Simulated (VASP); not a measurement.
Here is a VASP 6.6.1 calculation.

The input INCAR:

```
SYSTEM = AlN
ALGO = Normal ; EDIFF = 1E-6
ENCUT = 520 ; ISIF = 2
ISMEAR = 1 ; LASPH = .TRUE.
LCHARG = .FALSE. ; LREAL = .FALSE.
LWAVE = .FALSE. ; NBANDS = 16
NELM = 100 ; PREC = Accurate
SIGMA = 0.05
```

The input KPOINTS:

```
k-points
0
G
  12 12 6
  0 0 0
```

POSCAR

```
AlN
1.0
    3.3770759429      0.0000000000      0.0000000000
   -1.6885379715      2.9246329491      0.0000000000
    0.0000000000      0.0000000000      4.2696929295
Al N
2 2
Direct
    0.3333333333      0.6666666667      0.7500000000
    0.6666666667      0.3333333333      0.2500000000
    0.3333333333      0.6666666667      0.2500000000
    0.6666666667      0.3333333333      0.7500000000
```

Potentials or basis: VASP PAW LDA potentials, release 64 (Al, N).

The run is started by

```bash
$ cat potpaw_LDA.64/Al/POTCAR potpaw_LDA.64/N/POTCAR > POTCAR
$ mpirun -np 1 vasp_std > vasp.out
```

**Question.** What does it give for the pressure?

**Answer.** -18.3 GPa.

**Question.** Estimate the band gap on the k mesh.

**Answer.** 2.85 eV, direct.

Stress tensor (GPa, compression positive):
```
-18.84   0.00   0.00
  0.00 -18.84   0.00
  0.00   0.00 -17.07
```

A k mesh can miss the band edges. A hybrid or GW would open this gap; LDA tends to underestimate it.
